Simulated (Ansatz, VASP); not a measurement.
# GeWCl3 in VASP and in Ansatz

Contents of INCAR:

```
SYSTEM = GeWCl3
PREC = Accurate
ENCUT = 520
EDIFF = 1E-6
ISMEAR = 0
SIGMA = 0.1
LREAL = .FALSE.
LASPH = .TRUE.
NELM = 150
ALGO = Normal
ISIF = 2
LWAVE = .FALSE.
LCHARG = .FALSE.
ISPIN = 2
MAGMOM = -0.01 4.54 0.04 0.04 0.04
LORBIT = 11
LMAXMIX = 4
GGA = PE
NBANDS = 36
```

The input KPOINTS:

```
Automatic mesh
0
G
  4 4 4
  0 0 0
```

File POSCAR:

```
GeWCl3
1.0
    4.8761748500      0.0000000000      0.0000000000
    0.0000000000      4.8761748500      0.0000000000
    0.0000000000      0.0000000000      4.8768096200
Ge W Cl
1 1 3
Direct
    0.0000000000      0.0000000000      0.4866651000
    0.5000000000      0.5000000000      0.9920643000
    0.5000000000      0.0000000000      0.4863043100
    0.0000000000      0.0000000000      0.9866249600
    0.0000000000      0.5000000000      0.4863043100
```

Input for Ansatz:

```yaml
crystal:
  lattice:
    - [4.87617485, 0.0, 0.0]
    - [0.0, 4.87617485, 0.0]
    - [0.0, 0.0, 4.87680962]
  atoms:
    - { symbol: Ge, position: [0.0, 0.0, 0.4866651] }
    - { symbol: W, position: [0.5, 0.5, 0.9920643] }
    - { symbol: Cl, position: [0.5, 0.0, 0.48630431] }
    - { symbol: Cl, position: [0.0, 0.0, 0.98662496] }
    - { symbol: Cl, position: [0.0, 0.5, 0.48630431] }
basis:
  ecutwfc: 420
kpoints:
  mp_grid: { grid: [4, 4, 4] }
hamiltonian:
  xc: pbe
scf:
  occupations: { method: gaussian, width: 0.1 }
  lower_state_search: "off"
output:
  forces: true
  stress: true
  eigenvalues: true
  populations: true
magnetization:
  spin_polarized: true
```

Change from the starting cell: species swapped into the KAgCl3 type (P4mm, No. 99).

Alike in both runs: task single point; functional PBE; k mesh 4 × 4 × 4; occupations gaussian, width 0.1 eV; collinear spin.

|  | VASP | Ansatz |
| --- | --- | --- |
| version | VASP 6.6.1 | Ansatz 0.2.0 |
| potentials or method | VASP PAW PBE potentials, release 64 (Ge_d, W_sv, Cl), cutoff 520 eV | scalar-relativistic, plane waves, PAW |
| valence electrons in the cell | 49 | 49 |

```csv
,VASP,Ansatz,Ansatz less VASP
gap on the k mesh at the Fermi level (eV),none,none,-
pressure (GPa),6.3,6.3,+0.02
rms of the force components (eV/Å),0.004,0.004,+0.0001
net moment per atom (μB),1.03,1.03,-0.001
size of the moment on the site where the two differ most (μB),3.63,4.13,+0.499
```

Site moments also hang on the region over which each program counts them. Atom by atom the forces differ by 0.000 eV/Å (rms over components). A gap of «none» marks a metal or a gap that the smearing closes. Ansatz's warnings: no starting moments.

Spin-orbit coupling is off throughout.
